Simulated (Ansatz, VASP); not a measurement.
Two plane-wave programs on HfC

```xyz
2
Lattice="0.0000 2.4296 2.3250 2.4296 0.0000 2.3250 2.4296 2.4296 0.0000" Properties=species:S:1:pos:R:3 pbc="T T T"
Hf    2.4296    2.4296    2.3250
C     0.0000    0.0000    0.0000
```

Change from the starting cell: strain +0.0450 x Voigt [1, 1, 0, 0, 0, 0], atoms carried along.

Alike in both runs: task single point; functional PBEsol; k mesh 18 × 18 × 18; occupations gaussian, width 0.15 eV; no spin polarisation.

```csv
,VASP,Ansatz
version,VASP 6.6.1,Ansatz 0.2.0
potentials or method,"VASP PAW PBE potentials, release 64 (Hf_pv, C), cutoff 520 eV","scalar-relativistic, plane waves, PAW"
valence electrons in the cell,14,30
```

|  | VASP | Ansatz | Ansatz less VASP |
| --- | --- | --- | --- |
| gap on the k mesh at the Fermi level (eV) | none | none | - |
| pressure (GPa) | -22.8 | -22.1 | +0.67 |
| traceless stress, the component that is largest in VASP (GPa) | 8.09 | 8.02 | -0.070 |

VASP's potentials were made for PBE, not for PBEsol. A gap of «none» marks a metal or a gap that the smearing closes. With one functional, cell and mesh, what is left measures potentials, basis and numerics. VASP's potentials hold 14 valence electrons a cell and Ansatz's 30, so a difference there can come from the potentials and not from the codes.

Neither program's run includes spin-orbit coupling.
